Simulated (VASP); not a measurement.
# Si (Fd-3m) in VASP: notebook

The runs below take Si through single point, with PBE, HSE06.

All numbers are computed with VASP 6.6.1; they aren't measurements. Logs are shortened: lines on timing, memory, paths and dates and some standing lists are left out, and cuts for length are marked.

## (1) The cell of the first run

Symmetry: Fd-3m, No. 227, cubic system. Conventional cell: a = 5.427 Å, b = 5.427 Å, c = 5.427 Å, α = 90.00°, β = 90.00°, γ = 90.00°. Within 3.1 Å of Si (site symmetry -43m) lie 4 Si at 2.35 Å.

## (2) Single point, PBE

Contents of INCAR:

```
PREC     = Accurate       # precision mode
ENCUT    = 500            # plane-wave cutoff, eV
EDIFF    = 1E-6           # SCF threshold, eV
ISMEAR   = 0              # smearing method
SIGMA    = 0.01           # smearing width, eV
LREAL    = F              # projectors in reciprocal space
LASPH    = T              # aspherical terms in the spheres
NELM     = 120            # most SCF steps
ALGO     = Normal         # electronic algorithm
ISIF     = 2              # what is computed and relaxed
LWAVE    = F              # write WAVECAR
LCHARG   = F              # write CHGCAR
GGA      = PE             # functional
NBANDS   = 11             # bands
GGA_COMPAT= F
```

Contents of KPOINTS:

```
Automatic mesh
0
Gamma
  4 4 4
```

Contents of POSCAR:

```
Si
1.0
    0.0000000000      2.7135600000      2.7135600000
    2.7135600000      0.0000000000      2.7135600000
    2.7135600000      2.7135600000      0.0000000000
Si
2
Direct
    0.7500000000      0.7500000000      0.7500000000
    0.5000000000      0.5000000000      0.5000000000
```

Potentials or basis: VASP PAW PBE potentials, release 64 (Si).

Run with:

```
cat potpaw_PBE.64/Si/POTCAR > POTCAR
mpirun -np 1 vasp_std > vasp.out
```

OUTCAR:

```text
PREC = Accurate
   ENCUT = 500
   EDIFF = 1E-6
   ISMEAR = 0
   LREAL = F
   LASPH = T
   NELM = 120
   ISIF = 2
   GGA = PE

 ion  position               nearest neighbor table
   1  0.750  0.750  0.750-   2 2.35   2 2.35   2 2.35   2 2.35
   2  0.500  0.500  0.500-   1 2.35   1 2.35   1 2.35   1 2.35

  LATTYP: Found a face centered cubic cell.
 ALAT       =     5.4271200000

  Lattice vectors:

 A1 = (   0.0000000000,   2.7135600000,   2.7135600000)
 A2 = (   2.7135600000,   0.0000000000,   2.7135600000)
 A3 = (   2.7135600000,   2.7135600000,   0.0000000000)

Analysis of symmetry for initial positions (statically):
=====================================================================
 Subroutine PRICEL returns:
 Original cell was already a primitive cell.

 Routine SETGRP: Setting up the symmetry group for a
 face centered cubic supercell.

 Subroutine GETGRP returns: Found 48 space group operations
 (whereof 24 operations were pure point group operations)
 out of a pool of 48 trial point group operations.

The static configuration has the point symmetry T_d .
 The point group associated with its full space group is O_h .

Analysis of symmetry for dynamics (positions and initial velocities):
=====================================================================
 Subroutine PRICEL returns:
 Original cell was already a primitive cell.

 Routine SETGRP: Setting up the symmetry group for a
 face centered cubic supercell.

 Subroutine GETGRP returns: Found 48 space group operations
 (whereof 24 operations were pure point group operations)
 out of a pool of 48 trial point group operations.

The dynamic configuration has the point symmetry T_d .
 The point group associated with its full space group is O_h .

 Subroutine INISYM returns: Found 48 space group operations
 (whereof 24 operations are pure point group operations),
 and found     1 'primitive' translations

----------------------------------------------------------------------------------------

                                     Primitive cell

  volume of cell :      39.9621

  direct lattice vectors                    reciprocal lattice vectors
     0.000000000  2.713560000  2.713560000    -0.184259792  0.184259792  0.184259792
     2.713560000  0.000000000  2.713560000     0.184259792 -0.184259792  0.184259792
     2.713560000  2.713560000  0.000000000     0.184259792  0.184259792 -0.184259792

  length of vectors
     3.837553354  3.837553354  3.837553354     0.319147321  0.319147321  0.319147321

  position of ions in fractional coordinates (direct lattice)
     0.750000000  0.750000000  0.750000000
     0.500000000  0.500000000  0.500000000

  ion indices of the primitive-cell ions
   primitive index   ion index
                 1           1
                 2           2

----------------------------------------------------------------------------------------

 KPOINTS: Automatic mesh

Automatic generation of k-mesh.
 Grid dimensions read from file:
 generate k-points for:    4    4    4

 Generating k-lattice:

  Cartesian coordinates                     Fractional coordinates (reciprocal lattice)
    -0.046064948  0.046064948  0.046064948     0.250000000  0.000000000  0.000000000
     0.046064948 -0.046064948  0.046064948     0.000000000  0.250000000  0.000000000
     0.046064948  0.046064948 -0.046064948     0.000000000  0.000000000  0.250000000

  Length of vectors
     0.079786830  0.079786830  0.079786830

  Shift w.r.t. Gamma in fractional coordinates (k-lattice)
     0.000000000  0.000000000  0.000000000

 Subroutine IBZKPT returns following result:
 ===========================================

 Found      8 irreducible k-points:

 Following reciprocal coordinates:
            Coordinates               Weight
  0.000000  0.000000  0.000000      1.000000
  0.250000  0.000000  0.000000      8.000000
  0.500000  0.000000  0.000000      4.000000
  0.250000  0.250000  0.000000      6.000000
  0.500000  0.250000  0.000000     24.000000
 -0.250000  0.250000  0.000000     12.000000
  0.500000  0.500000  0.000000      3.000000
 -0.250000  0.500000  0.250000      6.000000
   k-points           NKPTS =      8   k-points in BZ     NKDIM =      8   number of bands    NBANDS=     11
   number of dos      NEDOS =    301   number of ions     NIONS =      2
   total plane-waves  NPLWV =  21952
   dimension x,y,z NGX =    28 NGY =   28 NGZ =   28
   dimension x,y,z NGXF=    56 NGYF=   56 NGZF=   56
   ions per type =               2
   NGX,Y,Z   is equivalent  to a cutoff of  12.13, 12.13, 12.13 a.u.
   NGXF,Y,Z  is equivalent  to a cutoff of  24.26, 24.26, 24.26 a.u.
 SYSTEM =  unknown system
   PREC   = accura    normal or accurate (medium, high low for compatibility)
   ISTART =      0    job   : 0-new  1-cont  2-samecut
   ICHARG =      2    charge: 1-file 2-atom 10-const
   ISPIN  =      1    spin polarized calculation?
   LNONCOLLINEAR =      F non collinear calculations
   LSORBIT =      F    spin-orbit coupling
   LASPH  =      T    aspherical Exc in radial PAW
   ENCUT  =  500.0 eV  36.75 Ry    6.06 a.u.   7.00  7.00  7.00*2*pi/ulx,y,z
   NELM   =    120;   NELMIN=  2; NELMDL= -5     # of ELM steps
   EDIFF  = 0.1E-05   stopping-criterion for ELM
   LREAL  =      F    real-space projection
   EDIFFG = 0.1E-04   stopping-criterion for IOM
   NSW    =      0    number of steps for IOM
   IBRION =     -1    ionic relax: 0-MD 1-quasi-New 2-CG
   NFREE  =      0    steps in history (QN), initial steepest desc. (CG)
   ISIF   =      2    stress and relaxation
   ISYM   =      2    0-nonsym 1-usesym 2-fastsym
   POTIM  = 0.5000    time-step for ionic-motion
   TEBEG  =    0.0;   TEEND  =   0.0 temperature during run
   PSTRESS=    0.0 pullay stress
   NELECT =       8.0000    total number of electrons
   NUPDOWN=      -1.0000    fix difference up-down
   EMIN   =  10.00;   EMAX   =-10.00  energy-range for DOS
   EFERMI =   0.00;   METHOD = LEGACY
   ISMEAR =     0;   SIGMA  =   0.01  broadening in eV -4-tet -1-fermi 0-gaus
   EFERMI_NEDOS =   21; number of points for ismear=-14 and -15
   IALGO  =     38    algorithm
   IMIX   =      4    mixing-type and parameters
     AMIX     =   0.40;   BMIX     =  1.00
     AMIX_MAG =   1.60;   BMIX_MAG =  1.00
  volume/ion in A,a.u.               =      19.98       134.84
  Fermi-wavevector in a.u.,A,eV,Ry     =   0.957684  1.809760 12.478691  0.917158
  Thomas-Fermi vector in A             =   2.086724
   LORBIT       =      0    0 simple, 1 ext, 2 COOP (PROOUT), +10 PAW based schemes
   GGA     = PE    functional components
   LHFCALC =     F    Hartree Fock is set to
   AEXX    =    0.0000 exact exchange contribution
   IVDW    =     0    specifies the selected vdW correction
   LEPSILON=     F    determine dielectric tensor
   LRPA    =     F    only Hartree local field effects (RPA)
 non-spin polarized calculation
 Gauss-broadening in eV      SIGMA  =   0.01
  energy-cutoff  :      500.00
  volume of cell :       39.96
 maximum number of plane-waves:      1036
   NGX = 13   NGY = 13   NGZ = 13

 number of electron       8.0000001 magnetization

 Free energy of the ion-electron system (eV)
  ---------------------------------------------------
  ext. energy  EPLUGINS =         0.00000000
  ---------------------------------------------------
  free energy    TOTEN  =       -10.65553987 eV

  energy without entropy =      -10.65553987  energy(sigma->0) =      -10.65553987

 E-fermi :   5.9882     XC(G=0):  -9.3904

 val. band max:        5.8899586062   @ k =   0.0000   0.0000   0.0000
 cond. band min:       6.5790373141   @ k =   0.5000   0.5000   0.0000
 fundamental gap:      0.6890787079
 Fermi energy:         5.9881956354

 k-point     1 :       0.0000    0.0000    0.0000
  band No.  band energies     occupation
      1      -6.0897      2.00000
      2       5.8900      2.00000
      3       5.8900      2.00000
      4       5.8900      2.00000
      5       8.4380      0.00000
      6       8.4380      0.00000
      7       8.4380      0.00000
      8       9.2899      0.00000
      9      13.5886      0.00000
     10      13.5886      0.00000
     11      13.8559      0.00000

 k-point     2 :       0.2500    0.0000    0.0000
  band No.  band energies     occupation
      1      -5.2880      2.00000
      2       1.9557      2.00000
      3       5.1266      2.00000
      4       5.1266      2.00000
      5       7.9204      0.00000
      6       9.3818      0.00000
      7       9.3818      0.00000
      8      12.8308      0.00000
      9      13.0644      0.00000
     10      13.0644      0.00000
     11      14.8812      0.00000

 k-point     3 :       0.5000    0.0000    0.0000
  band No.  band energies     occupation
      1      -3.7503      2.00000
      2      -1.0955      2.00000
      3       4.6871      2.00000
      4       4.6871      2.00000
      5       7.4305      0.00000
      6       9.2085      0.00000
      7       9.2085      0.00000
      8      13.6078      0.00000
      9      16.4284      0.00000
     10      16.4284      0.00000
     11      17.2319      0.00000

 k-point     4 :       0.2500    0.2500    0.0000
  band No.  band energies     occupation
      1      -5.0051      2.00000
      2       2.3752      2.00000
      3       3.9906      2.00000
      4       3.9906      2.00000
      5       7.0035      0.00000
      6       9.0050      0.00000
      7      11.6450      0.00000
      8      11.6450      0.00000
      9      13.9771      0.00000
     10      14.7993      0.00000
     11      17.3406      0.00000

 k-point     5 :       0.5000    0.2500    0.0000
  band No.  band energies     occupation
      1      -3.3639      2.00000
      2      -0.5002      2.00000
      3       2.3414      2.00000
      4       3.6754      2.00000
      5       7.3918      0.00000
      6      10.3264      0.00000
      7      11.6402      0.00000
      8      11.7976      0.00000
      9      16.1095      0.00000
     10      16.4205      0.00000
     11      18.0451      0.00000

 k-point     6 :      -0.2500    0.2500    0.0000
  band No.  band energies     occupation
      1      -4.0403      2.00000
      2       0.4051      2.00000
      3       2.1204      2.00000
      4       4.5565      2.00000
      5       8.3265      0.00000
      6      10.6685      0.00000
      7      11.0231      0.00000
      8      12.0416      0.00000
      9      12.3142      0.00000
     10      15.5306      0.00000
     11      18.5124      0.00000

 k-point     7 :       0.5000    0.5000    0.0000
  band No.  band energies     occupation
      1      -1.9347      2.00000
      2      -1.9347      2.00000
      3       3.0261      2.00000
      4       3.0261      2.00000
      5       6.5790      0.00000
      6       6.5790      0.00000
      7      16.0147      0.00000
      8      16.0147      0.00000
      9      16.8631      0.00000
     10      16.8631      0.00000
     11      18.4001      0.00000

 k-point     8 :      -0.2500    0.5000    0.2500
  band No.  band energies     occupation
      1      -1.7690      2.00000
      2      -1.7690      2.00000
      3       2.0188      2.00000
      4       2.0188      2.00000
      5      10.1467      0.00000
      6      10.1467      0.00000
      7      10.8880      0.00000
      8      10.8880      0.00000
      9      16.4768      0.00000
     10      16.4768      0.00000
     11      18.9379      0.00000

------------------------ aborting loop because EDIFF is reached ----------------------------------------

  FORCE on cell =-STRESS in cart. coord.  units (eV):
  Direction    XX          YY          ZZ          XY          YZ          ZX
  --------------------------------------------------------------------------------------
  -------------------------------------------------------------------------------------
  Total        0.6945111      0.6945111      0.6945111      0.0000000     -0.0000000     -0.0000000
  in kB       27.8446312     27.8446312     27.8446312      0.0000000     -0.0000000     -0.0000000
  external PRESSURE =      27.8446312 kB  Pullay stress =       0.0000000 kB

 VOLUME and BASIS-vectors are now :
 -----------------------------------------------------------------------------
  energy-cutoff  :      500.00
  volume of cell :       39.96
      direct lattice vectors                 reciprocal lattice vectors
     0.000000000  2.713560000  2.713560000    -0.184259792  0.184259792  0.184259792
     2.713560000  0.000000000  2.713560000     0.184259792 -0.184259792  0.184259792
     2.713560000  2.713560000  0.000000000     0.184259792  0.184259792 -0.184259792

 POSITION                                       TOTAL-FORCE (eV/Angst)
 -----------------------------------------------------------------------------------
      4.07034      4.07034      4.07034         0.000000      0.000000      0.000000
      2.71356      2.71356      2.71356        -0.000000     -0.000000     -0.000000
 -----------------------------------------------------------------------------------
    total drift:                                0.000000      0.000000     -0.000000

  FREE ENERGIE OF THE ION-ELECTRON SYSTEM (eV)
  ---------------------------------------------------
  free  energy   TOTEN  =       -10.6555398695 eV

  energy  without entropy=      -10.6555398695  energy(sigma->0) =      -10.65553987
```

Wall time 8.2 s (1 thread of Intel Xeon 8259CL, shared host); peak memory 0.11 GiB.

Results:

- Free energy: -10.6555 eV
- Pressure: 2.8 GPa
- Band gap on the k mesh: 0.69 eV (least direct gap 2.55 eV)

Caveat: the k points lie up to 0.50 Å⁻¹ apart. A k mesh can miss the band edges.

## (3) Single point, HSE06

POSCAR is that of step 2.

Contents of INCAR.step1:

```
SYSTEM = Si
PREC = Accurate ; ENCUT = 400
EDIFF = 1E-5 ; ISMEAR = 0
SIGMA = 0.01 ; LREAL = .FALSE.
LASPH = .TRUE. ; NELM = 120
ALGO = Normal ; ISIF = 2
LWAVE = .TRUE. ; LCHARG = .FALSE.
GGA = PE ; NBANDS = 11
GGA_COMPAT = .FALSE.
```

Contents of INCAR.step2:

```
SYSTEM = Si
PREC = Accurate ; ENCUT = 400
EDIFF = 1E-6 ; ISMEAR = 0
SIGMA = 0.01 ; LREAL = .FALSE.
LASPH = .TRUE. ; NELM = 120
ALGO = Normal ; ISIF = 2
LWAVE = .FALSE. ; LCHARG = .FALSE.
GGA = PE ; LHFCALC = .TRUE.
HFSCREEN = 0.2079 ; PRECFOCK = Normal
ISTART = 1 ; NBANDS = 11
GGA_COMPAT = .FALSE.
```

Contents of KPOINTS:

```
Automatic mesh
0
G
  4 4 4
  0 0 0
```

Potentials or basis: VASP PAW PBE potentials, release 64 (Si).

Run with:

```
cat potpaw_PBE.64/Si/POTCAR > POTCAR
cp INCAR.step1 INCAR
mpirun -np 1 vasp_std > vasp.out
cp INCAR.step2 INCAR
mpirun -np 1 vasp_std > vasp.out
```

Run time: 3 min. Hardware: 1 thread of Intel Xeon 8259CL, shared host; peak memory 0.21 GiB.

It converged, with:

| Property | Result |
| --- | --- |
| Free energy | -12.3824 eV |
| Pressure | 1.0 GPa |
| Band gap on the k mesh | 1.32 eV (least direct gap 3.35 eV) |

Levels at points of the mesh, in eV from the valence-band top:
```tsv
k point	band 2	band 3	band 4	band 5	band 6	band 7
(0.00, 0.00, 0.00)	0.00	0.00	0.00	3.35	3.35	3.35
(0.50, 0.00, 0.00)	-7.69	-1.31	-1.31	2.30	4.16	4.16
(0.50, 0.50, 0.00)	-8.65	-3.13	-3.13	1.32	1.32	11.53
```

Caveat: the k points lie up to 0.50 Å⁻¹ apart; the PAW data sets were made with another functional, which shifts forces and pressure a little. A k mesh can miss the band edges.
